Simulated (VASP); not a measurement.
A run of VASP 6.6.1:

The input POSCAR:

```
GaN
1.0
    3.1890000000      0.0000000000      0.0000000000
   -1.5945000000      2.7617550100      0.0000000000
    0.0000000000      0.0000000000      5.1538900000
Ga N
2 2
Direct
    0.3333333333      0.6666666667      0.0000000000
    0.6666666667      0.3333333333      0.5000000000
    0.3333333333      0.6666666667      0.3770000000
    0.6666666667      0.3333333333      0.8770000000
```

The input INCAR.step1:

```
PREC = Accurate
ENCUT = 520
ISMEAR = 0
SIGMA = 0.05
LREAL = F
LASPH = T
NELM = 100
GGA = PE
ALGO = Normal
EDIFF = 1E-4
LWAVE = T
LCHARG = F
```

Contents of INCAR.step2:

```
PREC = Accurate
ENCUT = 520
EDIFF = 1E-7
ISMEAR = 0
SIGMA = 0.05
LREAL = F
LASPH = T
NELM = 100
ALGO = Normal
ISIF = 2
LWAVE = F
LCHARG = F
METAGGA = R2SCAN
LMIXTAU = T
IBRION = 2
NSW = 80
EDIFFG = -0.003
ISTART = 1
```

File KPOINTS:

```
Automatic mesh
0
Gamma
  8 8 5
```

Potentials or basis: VASP PAW PBE potentials, release 64 (Ga_d, N).

Launch:

```bash
$ cat potpaw_PBE.64/Ga_d/POTCAR potpaw_PBE.64/N/POTCAR > POTCAR
$ cp INCAR.step1 INCAR
$ mpirun -np 1 vasp_std > vasp.out
$ cp INCAR.step2 INCAR
$ mpirun -np 1 vasp_std > vasp.out
```

Hardware: 1 thread of Intel(R) Xeon(R) Platinum 8375C CPU @ 2.90GHz (Ice Lake), with other jobs on the host.

Task: How long does it take, and how much memory?

Result: Run time: 3.2 min on 1 thread of Intel(R) Xeon(R) Platinum 8375C CPU @ 2.90GHz (Ice Lake) (shared host), peak memory 0.18 GiB. Counts: k points 30, ion steps 3.
